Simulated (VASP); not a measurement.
# MoS2 (R3m) in VASP: single point with r2SCAN

Aim: the single point of MoS2 with r2SCAN.

Program: VASP 6.6.1. These are calculated values, not measurements. Logs are shortened: lines on timing, memory, paths and dates and some standing lists are left out, and cuts for length are marked.

## (1) The cell of the first run

The structure is trigonal, space group R3m (No. 160). The conventional cell has a = 3.200 Å, b = 3.200 Å, c = 18.685 Å, α = 90.00°, β = 90.00°, γ = 120.00°. Within 3.3 Å of Mo (site symmetry 3m) lie 6 S at 2.42 Å and 6 Mo at 3.20 Å. Within 3.3 Å of S (site symmetry 3m) lie 3 Mo at 2.42 Å and 7 S at 3.12 to 3.20 Å. Within 3.3 Å of S (site symmetry 3m) lie 3 Mo at 2.42 Å and 7 S at 3.12 to 3.20 Å.

## (2) Single point, r2SCAN

The input, POSCAR:

```
MoS2
1.0
    1.6000875600      0.9238075100      6.2281889100
   -1.6000875600      0.9238075100      6.2281889100
    0.0000000000     -1.8476251500      6.2281889100
Mo S
1 2
Direct
    0.0000000000      0.0000000000      0.0000000000
    0.2500000000      0.2500000000      0.2500000000
    0.4170000000      0.4170000000      0.4170000000
```

The input, INCAR.step1:

```
ALGO = Normal
EDIFF = 1E-4
ENCUT = 520
GGA = PE
ISMEAR = -1
LASPH = T
LCHARG = F
LREAL = F
LWAVE = T
NBANDS = 20
NELM = 80
PREC = Accurate
SIGMA = 0.1
```

The input, INCAR.step2:

```
ALGO = Normal
EDIFF = 1E-6
ENCUT = 520
ISIF = 2
ISMEAR = -1
ISTART = 1
LASPH = T
LCHARG = F
LMIXTAU = T
LREAL = F
LWAVE = F
METAGGA = R2SCAN
NBANDS = 20
NELM = 80
PREC = Accurate
SIGMA = 0.1
```

The input, KPOINTS:

```
k-points
0
Gamma
  10 10 10
```

Potentials or basis: VASP PAW PBE potentials, release 64 (Mo_sv, S).

The run is started by

```console
$ cat potpaw_PBE.64/Mo_sv/POTCAR potpaw_PBE.64/S/POTCAR > POTCAR
$ cp INCAR.step1 INCAR
$ mpirun -np 1 vasp_std > vasp.out
$ cp INCAR.step2 INCAR
$ mpirun -np 1 vasp_std > vasp.out
```

OUTCAR:

```text
EDIFF = 1E-6
   ENCUT = 520
   ISIF = 2
   ISMEAR = -1
   ISTART = 1
   LASPH = T
   LREAL = F
   METAGGA = R2SCAN
   NELM = 80
   PREC = Accurate

 ion  position               nearest neighbor table
   1  0.000  0.000  0.000-   2 2.42   2 2.42   2 2.42   3 2.42   3 2.42   3 2.42
   2  0.250  0.250  0.250-   1 2.42   1 2.42   1 2.42
   3  0.417  0.417  0.417-   1 2.42   1 2.42   1 2.42

  LATTYP: Found a trigonal (rhomboedric) cell.
 ALAT       =     6.4964634698
 COS(alpha) =     0.8786713147

  Lattice vectors:

 A1 = (   1.6000875600,   0.9238075100,   6.2281889100)
 A2 = (  -1.6000875600,   0.9238075100,   6.2281889100)
 A3 = (   0.0000000000,  -1.8476251500,   6.2281889100)

Analysis of symmetry for initial positions (statically):
=====================================================================
 Subroutine PRICEL returns:
 Original cell was already a primitive cell.

 Routine SETGRP: Setting up the symmetry group for a
 trigonal (rhombohedral) supercell.

 Subroutine GETGRP returns: Found  6 space group operations
 (whereof  6 operations were pure point group operations)
 out of a pool of 12 trial point group operations.

The static configuration has the point symmetry C_3v.

Analysis of symmetry for dynamics (positions and initial velocities):
=====================================================================
 Subroutine PRICEL returns:
 Original cell was already a primitive cell.

 Routine SETGRP: Setting up the symmetry group for a
 trigonal (rhombohedral) supercell.

 Subroutine GETGRP returns: Found  6 space group operations
 (whereof  6 operations were pure point group operations)
 out of a pool of 12 trial point group operations.

The dynamic configuration has the point symmetry C_3v.

 Subroutine INISYM returns: Found  6 space group operations
 (whereof  6 operations are pure point group operations),
 and found     1 'primitive' translations

----------------------------------------------------------------------------------------

                                     Primitive cell

  volume of cell :      55.2382

  direct lattice vectors                    reciprocal lattice vectors
     1.600087560  0.923807510  6.228188910     0.312482899  0.180412105  0.053520204
    -1.600087560  0.923807510  6.228188910    -0.312482899  0.180412105  0.053520204
     0.000000000 -1.847625150  6.228188910     0.000000000 -0.360824210  0.053519911

  length of vectors
     6.496463470  6.496463470  6.496464869     0.364771850  0.364771850  0.364771835

  position of ions in fractional coordinates (direct lattice)
     0.000000000  0.000000000  0.000000000
     0.250000000  0.250000000  0.250000000
     0.417000000  0.417000000  0.417000000

  ion indices of the primitive-cell ions
   primitive index   ion index
                 1           1
                 2           2
                 3           3

----------------------------------------------------------------------------------------

 KPOINTS: k-points

Automatic generation of k-mesh.
 Grid dimensions read from file:
 generate k-points for:   10   10   10

 Generating k-lattice:

  Cartesian coordinates                     Fractional coordinates (reciprocal lattice)
     0.031248290  0.018041210  0.005352020     0.100000000  0.000000000  0.000000000
    -0.031248290  0.018041210  0.005352020     0.000000000  0.100000000  0.000000000
     0.000000000 -0.036082421  0.005351991     0.000000000  0.000000000  0.100000000

  Length of vectors
     0.036477185  0.036477185  0.036477183

  Shift w.r.t. Gamma in fractional coordinates (k-lattice)
     0.000000000  0.000000000  0.000000000

 Subroutine IBZKPT returns following result:
 ===========================================

 Found    116 irreducible k-points:

 Following reciprocal coordinates:
            Coordinates               Weight
  0.000000  0.000000  0.000000      1.000000
  0.100000  0.000000  0.000000      6.000000
  0.200000  0.000000  0.000000      6.000000
  0.300000  0.000000  0.000000      6.000000
  0.400000  0.000000  0.000000      6.000000
  0.500000  0.000000 -0.000000      3.000000
[... 16 lines left out ...]
  0.300000  0.300000  0.000000      6.000000
  0.400000  0.300000 -0.000000     12.000000
 [... further k-points ...]
   k-points           NKPTS =    116   k-points in BZ     NKDIM =    116   number of bands    NBANDS=     20
   number of dos      NEDOS =    301   number of ions     NIONS =      3
   total plane-waves  NPLWV = 110592
   dimension x,y,z NGX =    48 NGY =   48 NGZ =   48
   dimension x,y,z NGXF=    96 NGYF=   96 NGZF=   96
   ions per type =               1   2
   NGX,Y,Z   is equivalent  to a cutoff of  12.28, 12.28, 12.28 a.u.
   NGXF,Y,Z  is equivalent  to a cutoff of  24.57, 24.57, 24.57 a.u.
 SYSTEM =  unknown system
   PREC   = accura    normal or accurate (medium, high low for compatibility)
   ISTART =      1    job   : 0-new  1-cont  2-samecut
   ICHARG =      0    charge: 1-file 2-atom 10-const
   ISPIN  =      1    spin polarized calculation?
   LNONCOLLINEAR =      F non collinear calculations
   LSORBIT =      F    spin-orbit coupling
   LASPH  =      T    aspherical Exc in radial PAW
   ENCUT  =  520.0 eV  38.22 Ry    6.18 a.u.  12.08 12.08 12.08*2*pi/ulx,y,z
   NELM   =     80;   NELMIN=  2; NELMDL=  0     # of ELM steps
   EDIFF  = 0.1E-05   stopping-criterion for ELM
   LREAL  =      F    real-space projection
   EDIFFG = 0.1E-04   stopping-criterion for IOM
   NSW    =      0    number of steps for IOM
   IBRION =     -1    ionic relax: 0-MD 1-quasi-New 2-CG
   NFREE  =      0    steps in history (QN), initial steepest desc. (CG)
   ISIF   =      2    stress and relaxation
   ISYM   =      2    0-nonsym 1-usesym 2-fastsym
   POTIM  = 0.5000    time-step for ionic-motion
   TEBEG  =    0.0;   TEEND  =   0.0 temperature during run
   PSTRESS=    0.0 pullay stress
   NELECT =      26.0000    total number of electrons
   NUPDOWN=      -1.0000    fix difference up-down
   EMIN   =  10.00;   EMAX   =-10.00  energy-range for DOS
   EFERMI =   0.00;   METHOD = LEGACY
   ISMEAR =    -1;   SIGMA  =   0.10  broadening in eV -4-tet -1-fermi 0-gaus
   EFERMI_NEDOS =   21; number of points for ismear=-14 and -15
   IALGO  =     38    algorithm
   IMIX   =      4    mixing-type and parameters
     AMIX     =   0.40;   BMIX     =  1.00
     AMIX_MAG =   1.60;   BMIX_MAG =  1.00
  volume/ion in A,a.u.               =      18.41       124.26
  Fermi-wavevector in a.u.,A,eV,Ry     =   1.273462  2.406494 22.064643  1.621706
  Thomas-Fermi vector in A             =   2.406284
   LORBIT       =      0    0 simple, 1 ext, 2 COOP (PROOUT), +10 PAW based schemes
   METAGGA = R2SCAN    functional components
   LHFCALC =     F    Hartree Fock is set to
   AEXX    =    0.0000 exact exchange contribution
   IVDW    =     0    specifies the selected vdW correction
   LEPSILON=     F    determine dielectric tensor
   LRPA    =     F    only Hartree local field effects (RPA)
 non-spin polarized calculation
  energy-cutoff  :      520.00
  volume of cell :       55.24
 maximum number of plane-waves:      1506
   NGX = 25   NGY = 25   NGZ = 25

 number of electron      25.9999999 magnetization

 Free energy of the ion-electron system (eV)
  ---------------------------------------------------
  ext. energy  EPLUGINS =         0.00000000
  ---------------------------------------------------
  free energy    TOTEN  =       -45.02765590 eV

  energy without entropy =      -45.02742177  energy(sigma->0) =      -45.02753884

 E-fermi :   7.4214     XC(G=0): -11.3133

 val. band max:        7.0299427132   @ k =   0.5000   0.5000   0.5000
 cond. band min:       8.1244164699   @ k =  -0.2000   0.2000   0.0000
 fundamental gap:      1.0944737567
 Fermi energy:         7.4214036871

 k-point     1 :       0.0000    0.0000    0.0000
  band No.  band energies     occupation
      1     -56.5146      2.00000
      2     -29.9136      2.00000
      3     -29.7204      2.00000
      4     -29.7204      2.00000
      5      -8.5196      2.00000
      6      -6.8485      2.00000
[... 12 lines left out ...]
     19      15.7446      0.00000
     20      15.9878      0.00000

 k-point     2 :       0.1000    0.0000    0.0000
  band No.  band energies     occupation
      1     -56.5109      2.00000
      2     -29.9063      2.00000
      3     -29.7572      2.00000
      4     -29.7287      2.00000
      5      -8.3674      2.00000
      6      -6.8009      2.00000
[... 12 lines left out ...]
     19      16.0413      0.00000
     20      16.3697      0.00000

 k-point     3 :       0.2000    0.0000    0.0000
  band No.  band energies     occupation
      1     -56.5014      2.00000
      2     -29.8871      2.00000
      3     -29.8525      2.00000
      4     -29.7506      2.00000
      5      -7.9446      2.00000
      6      -6.6686      2.00000
[... 12 lines left out ...]
     19      16.1691      0.00000
     20      16.5831      0.00000

 k-point     4 :       0.3000    0.0000    0.0000
  band No.  band energies     occupation
      1     -56.4895      2.00000
      2     -29.9685      2.00000
      3     -29.8632      2.00000
      4     -29.7774      2.00000
      5      -7.3577      2.00000
      6      -6.4881      2.00000
[... 12 lines left out ...]
     19      15.1647      0.00000
     20      15.6684      0.00000

 k-point     5 :       0.4000    0.0000    0.0000
  band No.  band energies     occupation
      1     -56.4798      2.00000
      2     -30.0608      2.00000
      3     -29.8438      2.00000
      4     -29.7990      2.00000
      5      -6.8034      2.00000
      6      -6.3270      2.00000
[... 12 lines left out ...]
     19      14.5204      0.00000
     20      14.9832      0.00000
[... 353 lines left out ...]
      6      -6.2327      2.00000
[... 12 lines left out ...]
     19      15.5338      0.00000
     20      16.4782      0.00000

 k-point    22 :      -0.2000    0.2000    0.0000
  band No.  band energies     occupation
      1     -56.4839      2.00000
      2     -29.9881      2.00000
      3     -29.8521      2.00000
      4     -29.8243      2.00000
      5      -7.0732      2.00000
      6      -6.3723      2.00000
[... 12 lines left out ...]
     19      15.6414      0.00000
     20      16.4782      0.00000

 k-point    23 :       0.3000    0.3000    0.0000
  band No.  band energies     occupation
      1     -56.4895      2.00000
      2     -29.9685      2.00000
      3     -29.8632      2.00000
      4     -29.7774      2.00000
      5      -7.3123      2.00000
      6      -6.5514      2.00000
[... 12 lines left out ...]
     19      15.3882      0.00000
     20      15.9500      0.00000

 k-point    24 :       0.4000    0.3000   -0.0000
  band No.  band energies     occupation
      1     -56.4828      2.00000
      2     -30.0171      2.00000
      3     -29.8498      2.00000
      4     -29.8082      2.00000
      5      -6.9372      2.00000
      6      -6.4406      2.00000
[... 12 lines left out ...]
     19      15.0793      0.00000
     20      16.0461      0.00000

 [... further k-points ...]
[... 5 lines left out ...]
  --------------------------------------------------------------------------------------
  -------------------------------------------------------------------------------------
  Total       -0.6001974     -0.6001973     -0.5171836      0.0000000      0.0000003      0.0000000
  in kB      -17.4086402    -17.4086366    -15.0008362      0.0000000      0.0000081      0.0000000
  external PRESSURE =     -16.6060377 kB  Pullay stress =       0.0000000 kB

 VOLUME and BASIS-vectors are now :
 -----------------------------------------------------------------------------
  energy-cutoff  :      520.00
  volume of cell :       55.24
      direct lattice vectors                 reciprocal lattice vectors
     1.600087560  0.923807510  6.228188910     0.312482899  0.180412105  0.053520204
    -1.600087560  0.923807510  6.228188910    -0.312482899  0.180412105  0.053520204
     0.000000000 -1.847625150  6.228188910     0.000000000 -0.360824210  0.053519911

 POSITION                                       TOTAL-FORCE (eV/Angst)
 -----------------------------------------------------------------------------------
      0.00000      0.00000      0.00000         0.000000     -0.000000      0.080364
      0.00000     -0.00000      4.67114         0.000000     -0.000000      0.259505
      0.00000     -0.00000      7.79146         0.000000      0.000000     -0.339869
 -----------------------------------------------------------------------------------
    total drift:                                0.000000     -0.000004     -0.000109

  FREE ENERGIE OF THE ION-ELECTRON SYSTEM (eV)
  ---------------------------------------------------
  free  energy   TOTEN  =       -45.0276559034 eV

  energy  without entropy=      -45.0274217701  energy(sigma->0) =      -45.02753884
```

Wall time 22 min (1 thread of Intel Xeon Platinum 8259CL at 2.50GHz (Skylake/Cascade Lake), shared host); peak memory 0.43 GiB.

What came out:

| Item | Value |
| --- | --- |
| Free energy | -45.0277 eV |
| Pressure | -1.7 GPa |
| Largest force | 0.340 eV/Å |
| Band gap on the k mesh | 1.09 eV (least direct gap 1.97 eV) |

Forces on the atoms (eV/Å):
```
Mo   0.000  0.000  0.080
S    0.000  0.000  0.260
S    0.000  0.000 -0.340
```

Stress tensor (GPa, compression positive):
```
-1.74  0.00  0.00
 0.00 -1.74  0.00
 0.00  0.00 -1.50
```

Caveat: the PAW data sets were made with another functional, which shifts forces and pressure a little. r2SCAN opens gaps a little over a GGA but as a rule still falls short of measured ones.
